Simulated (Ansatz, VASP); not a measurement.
**Ba in VASP and in Ansatz**

```
Ba
1.0
    -2.43823    2.43823    2.43823
     2.43823   -2.43823    2.43823
     2.43823    2.43823   -2.43823
Ba
1
Direct
  0.00000 0.00000 0.00000
```

Alike in both runs: functional PBEsol; k mesh 12 × 12 × 12; occupations gaussian, width 0.1 eV; no spin polarisation.

Ansatz relaxed the structure, and its values are those at the end. VASP's run is a single point on that final structure, the one shown.

|  | VASP | Ansatz |
| --- | --- | --- |
| version | VASP 6.6.1 | Ansatz 0.2.0 |
| potentials or method | VASP PAW PBE potentials, release 64 (Ba_sv), cutoff 520 eV | scalar-relativistic, plane waves, PAW |
| valence electrons in the cell | 10 | 10 |

|  | VASP | Ansatz | Ansatz less VASP |
| --- | --- | --- | --- |
| gap on the k mesh at the Fermi level (eV) | none | none | - |
| pressure (GPa) | 0.1 | 0.0 | -0.08 |

VASP's potentials were made for PBE, not for PBEsol, and Ansatz warns of the same on its side. A gap of «none» marks a metal or a gap that the smearing closes.

Spin-orbit coupling is off throughout.
